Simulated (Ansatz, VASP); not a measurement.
# Ba in VASP and in Ansatz

```xyz
1
Lattice="-2.5456 2.5456 2.5456 2.5456 -2.5456 2.5456 2.5456 2.5456 -2.5456" Properties=species:S:1:pos:R:3 pbc="T T T"
Ba    0.0000    0.0000    0.0000
```

Alike in both runs: task single point; functional PBE; k mesh 15 × 15 × 15; occupations fermi-dirac, width 0.1 eV; no spin polarisation.

|  | VASP | Ansatz |
| --- | --- | --- |
| version | VASP 6.6.1 | Ansatz 0.2.0 |
| potentials or method | VASP PAW PBE potentials, release 64 (Ba_sv), cutoff 520 eV | plane waves (420 eV) with PAW, scalar-relativistic |
| valence electrons in the cell | 10 | 10 |

```tsv
	VASP	Ansatz	Ansatz less VASP
pressure (GPa)	-0.3	-0.3	-0.04
```

With one functional, cell and mesh, what is left measures potentials, basis and numerics.

Neither program's run includes spin-orbit coupling.
